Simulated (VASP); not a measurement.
# SnTe (wurtzite type): single point with PBE

The system is SnTe (wurtzite type).

```
CELL_PARAMETERS angstrom
5.33844 0.00000 0.00000
-2.66922 4.62323 0.00000
0.00000 0.00000 6.36683
ATOMIC_POSITIONS crystal
Sn 0.33333 0.66667 0.94324
Sn 0.66667 0.33333 0.44324
Te 0.33333 0.66667 0.43276
Te 0.66667 0.33333 0.93276
```

```json
{
 "Program": "VASP 6.6.1",
 "Task": "single point",
 "Functional": "PBE",
 "Potentials or basis": "VASP PAW PBE potentials, release 64 (Sn_d, Te)",
 "Cutoff": "520 eV",
 "k mesh": "9 × 9 × 5",
 "Occupations": "fermi-dirac, width 0.05 eV",
 "Spin": "no spin polarisation",
 "Dipole correction": "no",
 "Further INCAR settings": "ALGO = Normal; EDIFF = 1e-06; NBANDS = 28"
}
```

```yaml
Pressure: 1.7 GPa
Band_gap_on_the_k_mesh: 0.66 eV (least direct gap 1.12 eV)
```

Forces in eV/Å, atoms in the order of the input:
```
Sn   0.000  0.000 -0.002
Sn   0.000  0.000 -0.002
Te   0.000  0.000  0.002
Te   0.000  0.000  0.002
```

Levels at points of the mesh, in eV from the valence-band top:
| k point | band 16 | band 17 | band 18 | band 19 | band 20 | band 21 | band 22 | band 23 | band 24 | band 25 |
| --- | --- | --- | --- | --- | --- | --- | --- | --- | --- | --- |
| (0.00, 0.00, 0.00) | -3.37 | -3.37 | -1.92 | -1.92 | -1.89 | 0.71 | 0.71 | 2.46 | 2.46 | 3.78 |

Run time: 3.7 min on 1 thread of Intel Xeon 8259CL (shared host), peak memory 0.35 GiB.

Caveat: semilocal functionals underestimate gaps, and a narrow one can read as zero; spin-orbit coupling is left out, which moves the levels of the heavy elements. A k mesh can miss the band edges.
